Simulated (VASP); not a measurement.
# Se (C2/m) in VASP: single point with r2SCAN

Aim: the single point of Se with r2SCAN.

All numbers are computed with VASP 6.6.1; they aren't measurements. Logs are shortened: lines on timing, memory, paths and dates and some standing lists are left out, and cuts for length are marked.

## (1) The cell of the first run

It takes space group C2/m (No. 12, monoclinic). The conventional cell has a = 7.001 Å, b = 3.836 Å, c = 5.167 Å, α = 90.00°, β = 92.88°, γ = 90.00°. Se (site symmetry m) has 6 Se at 2.60 to 3.17 Å within 3.4 Å. Within 3.5 Å of Se (site symmetry 2/m) lie 6 Se at 2.68 to 3.02 Å.

## (2) Single point, r2SCAN

File POSCAR:

```
Se
1.0
    0.0000000000      3.8357240047      0.0000000000
    3.4998056936     -1.9178620023      0.0631175902
   -0.1668189287      0.0000000000     -5.1640396154
Se
3
Direct
    0.2983420059      0.5966840117      0.3465855596
    0.7016579941      0.4033159883      0.6534144404
    0.0000000000      0.0000000000      0.0000000000
```

File INCAR.step1:

```
SYSTEM = Se
PREC = Accurate
ENCUT = 520
ISMEAR = -1
SIGMA = 0.1
LREAL = .False.
LASPH = .True.
NELM = 60
NBANDS = 16
GGA = PE
ALGO = Normal
EDIFF = 1E-4
LWAVE = .True.
LCHARG = .False.
```

File INCAR.step2:

```
SYSTEM = Se
PREC = Accurate
ENCUT = 520
EDIFF = 1E-6
ISMEAR = -1
SIGMA = 0.1
LREAL = .False.
LASPH = .True.
NELM = 60
ALGO = Normal
ISIF = 2
LWAVE = .False.
LCHARG = .True.
METAGGA = R2SCAN
LMIXTAU = .True.
LELF = .True.
LVHAR = .True.
NBANDS = 16
ISTART = 1
```

File KPOINTS:

```
regular mesh
0
Gamma
  5 5 5
  0 0 0
```

Potentials or basis: VASP PAW PBE potentials, release 64 (Se).

On the command line:

```bash
$ cat potpaw_PBE.64/Se/POTCAR > POTCAR
$ cp INCAR.step1 INCAR
$ mpirun -np 1 vasp_std > vasp.out
$ cp INCAR.step2 INCAR
$ mpirun -np 1 vasp_std > vasp.out
```

OUTCAR:

```text
SYSTEM = Se
   PREC = Accurate
   ENCUT = 520
   EDIFF = 1E-6
   ISMEAR = -1
   LREAL = .False.
   LASPH = .True.
   NELM = 60
   ISIF = 2
   METAGGA = R2SCAN
   ISTART = 1

 ion  position               nearest neighbor table
   1  0.298  0.597  0.347-   2 2.60   2 2.60   3 2.68
   2  0.702  0.403  0.653-   1 2.60   1 2.60   3 2.68
   3  0.000  0.000  0.000-   1 2.68   2 2.68

  LATTYP: Found a base centered monoclinic cell.
 ALAT       =     7.0007495950
 B/A-ratio  =     0.5479019000
 C/A-ratio  =     0.7380257355
 COS(beta)  =    -0.0503041336

  Lattice vectors:

 A1 = (   3.4998056936,   1.9178620024,   0.0631175902)
 A2 = (   3.4998056936,  -1.9178620023,   0.0631175902)
 A3 = (  -0.1668189287,   0.0000000000,  -5.1640396154)

Analysis of symmetry for initial positions (statically):
=====================================================================
 Subroutine PRICEL returns:
 Original cell was already a primitive cell.

 Routine SETGRP: Setting up the symmetry group for a
 base centered monoclinic supercell.

 Subroutine GETGRP returns: Found  4 space group operations
 (whereof  4 operations were pure point group operations)
 out of a pool of  4 trial point group operations.

The static configuration has the point symmetry C_2h.

Analysis of symmetry for dynamics (positions and initial velocities):
=====================================================================
 Subroutine PRICEL returns:
 Original cell was already a primitive cell.

 Routine SETGRP: Setting up the symmetry group for a
 base centered monoclinic supercell.

 Subroutine GETGRP returns: Found  4 space group operations
 (whereof  4 operations were pure point group operations)
 out of a pool of  4 trial point group operations.

The dynamic configuration has the point symmetry C_2h.

 Subroutine INISYM returns: Found  4 space group operations
 (whereof  4 operations are pure point group operations),
 and found     1 'primitive' translations

----------------------------------------------------------------------------------------

                                     Primitive cell

  volume of cell :      69.2832

  direct lattice vectors                    reciprocal lattice vectors
     0.000000000  3.835724005  0.000000000     0.142948354  0.260706974 -0.004617798
     3.499805694 -1.917862002  0.063117590     0.285896709  0.000000000 -0.009235596
[... 80 lines left out ...]
   ICHARG =      0    charge: 1-file 2-atom 10-const
   ISPIN  =      1    spin polarized calculation?
   LNONCOLLINEAR =      F non collinear calculations
   LSORBIT =      F    spin-orbit coupling
   LASPH  =      T    aspherical Exc in radial PAW
   ENCUT  =  520.0 eV  38.22 Ry    6.18 a.u.   7.13  7.42  9.61*2*pi/ulx,y,z
   NELM   =     60;   NELMIN=  2; NELMDL=  0     # of ELM steps
   EDIFF  = 0.1E-05   stopping-criterion for ELM
   LREAL  =      F    real-space projection
   EDIFFG = 0.1E-04   stopping-criterion for IOM
   NSW    =      0    number of steps for IOM
   IBRION =     -1    ionic relax: 0-MD 1-quasi-New 2-CG
   NFREE  =      0    steps in history (QN), initial steepest desc. (CG)
   ISIF   =      2    stress and relaxation
   ISYM   =      2    0-nonsym 1-usesym 2-fastsym
   POTIM  = 0.5000    time-step for ionic-motion
   TEBEG  =    0.0;   TEEND  =   0.0 temperature during run
   PSTRESS=    0.0 pullay stress
   NELECT =      18.0000    total number of electrons
   NUPDOWN=      -1.0000    fix difference up-down
   EMIN   =  10.00;   EMAX   =-10.00  energy-range for DOS
   EFERMI =   0.00;   METHOD = LEGACY
   ISMEAR =    -1;   SIGMA  =   0.10  broadening in eV -4-tet -1-fermi 0-gaus
   EFERMI_NEDOS =   21; number of points for ismear=-14 and -15
   IALGO  =     38    algorithm
   IMIX   =      4    mixing-type and parameters
     AMIX     =   0.40;   BMIX     =  1.00
     AMIX_MAG =   1.60;   BMIX_MAG =  1.00
  volume/ion in A,a.u.               =      23.09       155.85
  Fermi-wavevector in a.u.,A,eV,Ry     =   1.044615  1.974037 14.846967  1.091221
  Thomas-Fermi vector in A             =   2.179376
   LORBIT       =      0    0 simple, 1 ext, 2 COOP (PROOUT), +10 PAW based schemes
   METAGGA = R2SCAN    functional components
   LHFCALC =     F    Hartree Fock is set to
   AEXX    =    0.0000 exact exchange contribution
   IVDW    =     0    specifies the selected vdW correction
   LEPSILON=     F    determine dielectric tensor
   LRPA    =     F    only Hartree local field effects (RPA)
 non-spin polarized calculation
  energy-cutoff  :      520.00
  volume of cell :       69.28
 maximum number of plane-waves:      1882
 NGX is ok and might be reduce to    30
   NGX = 15   NGY = 15   NGZ = 19

 number of electron      17.9999998 magnetization

 Free energy of the ion-electron system (eV)
  ---------------------------------------------------
  ext. energy  EPLUGINS =         0.00000000
  ---------------------------------------------------
  free energy    TOTEN  =       -42.27807957 eV

  energy without entropy =      -42.26290342  energy(sigma->0) =      -42.27049150

 E-fermi :   4.2919     XC(G=0): -10.2870

 val. band max:        4.1743692849   @ k =   0.0000  -0.0000   0.4000
 cond. band min:       4.3580905044   @ k =   0.0000  -0.2000   0.2000
 fundamental gap:      0.1837212195
 Fermi energy:         4.2919126333

 k-point     1 :       0.0000    0.0000    0.0000
  band No.  band energies     occupation
      1     -12.5862      2.00000
      2      -8.4601      2.00000
      3      -8.1357      2.00000
      4       0.3359      2.00000
      5       0.4091      2.00000
      6       1.4775      2.00000
[... 433 lines left out ...]
      3      -7.3871      2.00000
      4      -1.1808      2.00000
      5      -0.2495      2.00000
      6      -0.0491      2.00000
[... 8 lines left out ...]
     15      13.1941      0.00000
     16      13.9139      0.00000

 [... further k-points ...]
[... 5 lines left out ...]
  --------------------------------------------------------------------------------------
  -------------------------------------------------------------------------------------
  Total       -0.0384429     -0.0142773     -0.0343869     -0.0000000      0.0000000      0.0031759
  in kB       -0.8889949     -0.3301642     -0.7951981     -0.0000000      0.0000000      0.0734433
  external PRESSURE =      -0.6714524 kB  Pullay stress =       0.0000000 kB

 VOLUME and BASIS-vectors are now :
 -----------------------------------------------------------------------------
  energy-cutoff  :      520.00
  volume of cell :       69.28
      direct lattice vectors                 reciprocal lattice vectors
     0.000000000  3.835724005  0.000000000     0.142948354  0.260706974 -0.004617798
     3.499805694 -1.917862002  0.063117590     0.285896709  0.000000000 -0.009235596
    -0.166818929  0.000000000 -5.164039615     0.003494379  0.000000000 -0.193759731

 POSITION                                       TOTAL-FORCE (eV/Angst)
 -----------------------------------------------------------------------------------
      2.03046      0.00000     -1.75212         0.009378      0.000000     -0.003547
      1.30253      1.91786     -3.34880        -0.009378     -0.000000      0.003547
      0.00000      0.00000      0.00000        -0.000000      0.000000     -0.000000
 -----------------------------------------------------------------------------------
    total drift:                                0.000000     -0.000000      0.000000

  FREE ENERGIE OF THE ION-ELECTRON SYSTEM (eV)
  ---------------------------------------------------
  free  energy   TOTEN  =       -42.2780795749 eV

  energy  without entropy=      -42.2629034161  energy(sigma->0) =      -42.27049150
```

OUTCAR.step1:

```text
SYSTEM = Se
   PREC = Accurate
   ENCUT = 520
   ISMEAR = -1
   LREAL = .False.
   LASPH = .True.
   NELM = 60
[... 682 lines left out ...]
      2.03046      0.00000     -1.75212         0.162645      0.000000      0.106414
      1.30253      1.91786     -3.34880        -0.162645     -0.000000     -0.106414
      0.00000      0.00000      0.00000         0.000000      0.000000      0.000000
 -----------------------------------------------------------------------------------
    total drift:                                0.000000     -0.000000      0.000000

  FREE ENERGIE OF THE ION-ELECTRON SYSTEM (eV)
  ---------------------------------------------------
  free  energy   TOTEN  =       -10.0525550776 eV

  energy  without entropy=      -10.0354349983  energy(sigma->0) =      -10.04399504
```

OSZICAR.step1:

```text
N       E                     dE             d eps       ncg     rms          rms(c)
DAV:   1     0.743382045012E+02    0.74338E+02   -0.75830E+03  1248   0.966E+02
DAV:   2    -0.592304029120E+01   -0.80261E+02   -0.76218E+02  1712   0.157E+02
DAV:   3    -0.100984320625E+02   -0.41754E+01   -0.41599E+01  1520   0.386E+01
DAV:   4    -0.101225429256E+02   -0.24111E-01   -0.24105E-01  1696   0.348E+00
DAV:   5    -0.101226723905E+02   -0.12946E-03   -0.12946E-03  1552   0.250E-01    0.666E+00
DAV:   6    -0.100556627911E+02    0.67010E-01   -0.18538E-01  1552   0.251E+00    0.402E+00
DAV:   7    -0.100524066599E+02    0.32561E-02   -0.47042E-02  1496   0.141E+00    0.167E+00
DAV:   8    -0.100527640643E+02   -0.35740E-03   -0.13074E-02  1752   0.722E-01    0.136E-01
DAV:   9    -0.100525441739E+02    0.21989E-03   -0.11309E-03  1496   0.207E-01    0.711E-02
DAV:  10    -0.100525550776E+02   -0.10904E-04   -0.31367E-04  1528   0.101E-01
   1 F= -.10052555E+02 E0= -.10043995E+02  d E =-.171201E-01
```

It took 69 s on 1 thread of Intel Xeon 6975P-C (Granite Rapids), shared host; peak memory 0.2 GiB.

Results:

* Free energy: -42.2781 eV
* Pressure: -0.1 GPa
* Largest force: 0.010 eV/Å
* Band gap on the k mesh: zero (bands 9 and 10 overlap by 0.30 eV)

Forces in eV/Å, atoms in the order of the input:
```
Se   0.009  0.000 -0.004
Se  -0.009  0.000  0.004
Se   0.000  0.000  0.000
```

Caveat: the k points lie up to 0.37 Å⁻¹ apart; the PAW data sets were made with another functional, which shifts forces and pressure a little.
